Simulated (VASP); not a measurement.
Wanted: the native input for a VASP 6.6.1 run.

| Property | Result |
| --- | --- |
| Task | single point |
| Functional | PBE |
| Potentials or basis | VASP PAW PBE potentials, release 64 (H) |
| Cutoff | 520 eV |
| k mesh | 17 × 17 × 9 |
| Occupations | fermi-dirac, width 0.05 eV |
| Spin | no spin polarisation |
| Dipole correction | no |
| Further INCAR settings | ALGO = Normal; EDIFF = 1e-06; NBANDS = 8 |

The structure of H lies in POSCAR:

```
H
1.0
    1.8931859138      0.0000000000      0.0000000000
   -0.9465929569      1.6395470954      0.0000000000
    0.0000000000      0.0000000000      1.8661603132
H
2
Direct
    0.3333333333      0.6666666667      0.2500000000
    0.6666666667      0.3333333333      0.7500000000
```

This cell differs from its parent crystal: volume scaled by 0.9405.

The input as run:

INCAR

```
SYSTEM = H
PREC = Accurate
ENCUT = 520
EDIFF = 1E-6
ISMEAR = -1
SIGMA = 0.05
LREAL = .FALSE.
LASPH = .TRUE.
NELM = 80
ALGO = Normal
ISIF = 2
LWAVE = .FALSE.
LCHARG = .FALSE.
GGA = PE
NBANDS = 8
```

KPOINTS

```
Automatic mesh
0
G
  17 17 9
  0 0 0
```

Potentials or basis: VASP PAW PBE potentials, release 64 (H).

Launch:

```console
$ cat potpaw_PBE.64/H/POTCAR > POTCAR
$ mpirun -np 1 vasp_std > vasp.out
```

It gave:

| Quantity | Value |
| --- | --- |
| Pressure | 6.5 GPa |
| Band gap on the k mesh | zero (band 1 reaches 7.42 eV, above the bottom of band 2 at -0.87 eV) |

Caveat: the k points lie up to 0.37 Å⁻¹ apart.

It took 2.6 s on 1 thread of Intel(R) Xeon(R) 6975P-C (Granite Rapids), with other jobs on the host, peak memory 0.1 GiB.
